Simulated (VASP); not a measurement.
The system is Tc.

```
Tc
1.0
     2.74000    0.00000    0.00000
    -1.37000    2.37291    0.00000
     0.00000    0.00000    4.39800
Tc
2
Direct
  0.33333 0.66667 0.25000
  0.66667 0.33333 0.75000
```

- Program: VASP 6.6.1
- Task: relaxation of cell and atoms
- Functional: PBEsol
- Potentials or basis: VASP PAW PBE potentials, release 64 (Tc_pv)
- Cutoff: 600 eV
- k mesh: 18 × 18 × 10
- Occupations: gaussian, width 0.05 eV
- Spin: no spin polarisation

At the start: pressure -7.1 GPa; volume 14.30 Å³/atom.

Problem. How do energy, volume and symmetry change on relaxing?

Solution. Over 11 steps the energy falls by 7.5 meV/atom and the volume is 13.97 Å³/atom (-2.3 %); space group P6_3/mmc (No. 194, to 0.1 Å) before and after.

Step by step:
| step | energy change (eV) | largest force (eV/Å) | pressure (GPa) | volume (Å³) |
| --- | --- | --- | --- | --- |
| 1 | 0.0000 | 0.0000 | -7.13 | 28.59 |
| 2 | 0.1367 | 0.0000 | 27.19 | 26.04 |
| 3 | -0.0150 | 0.0000 | -0.18 | 27.96 |
| 4 | -0.0150 | 0.0000 | 0.02 | 27.95 |
| 5 | -0.0150 | 0.0000 | 0.16 | 27.93 |
| 6 | -0.0151 | 0.0000 | 0.14 | 27.94 |
| 7 | -0.0151 | 0.0000 | 0.13 | 27.94 |
| 8 | -0.0151 | 0.0000 | 0.14 | 27.94 |
| 9 | -0.0151 | 0.0000 | 0.14 | 27.94 |
| 10 | -0.0151 | 0.0000 | -0.31 | 27.97 |
| 11 | -0.0151 | 0.0000 | -0.01 | 27.95 |

Final structure:
```
CELL_PARAMETERS angstrom
2.72261 0.00000 0.00000
-1.36131 2.35785 0.00000
0.00000 0.00000 4.35327
ATOMIC_POSITIONS crystal
Tc 0.33333 0.66667 0.25000
Tc 0.66667 0.33333 0.75000
```

Caveat: the PAW data sets were made with another functional, which shifts forces and pressure a little.
